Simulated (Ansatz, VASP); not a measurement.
## Zn: VASP beside Ansatz

```
Zn
1.0
     0.00000    3.36157   -2.56390
    -3.36157    0.00000    2.56390
     3.36157    0.00000    2.56390
Zn
4
Direct
  0.00000 0.00000 0.00000
  0.50000 0.75000 0.25000
  0.00000 0.50000 0.50000
  0.50000 0.25000 0.75000
```

Alike in both runs: functional PBEsol; k mesh 14 × 14 × 14; occupations gaussian, width 0.1 eV; no spin polarisation.

Ansatz relaxed the structure, and its values are those at the end. VASP's run is a single point on that final structure, the one shown.

|  | VASP | Ansatz |
| --- | --- | --- |
| version | VASP 6.6.1 | Ansatz 0.2.0 |
| potentials or method | VASP PAW PBE potentials, release 64 (Zn), cutoff 520 eV | scalar-relativistic, plane waves, PAW |
| valence electrons in the cell | 48 | 48 |

VASP gave:

* gap on the k mesh at the Fermi level (eV): none
* pressure (GPa): 0.7

Q: What did Ansatz give for the same quantities?

A: gap on the k mesh at the Fermi level (eV): none; pressure (GPa): 0.0.

VASP's potentials were made for PBE, not for PBEsol. A gap of «none» marks a metal or a gap that the smearing closes.
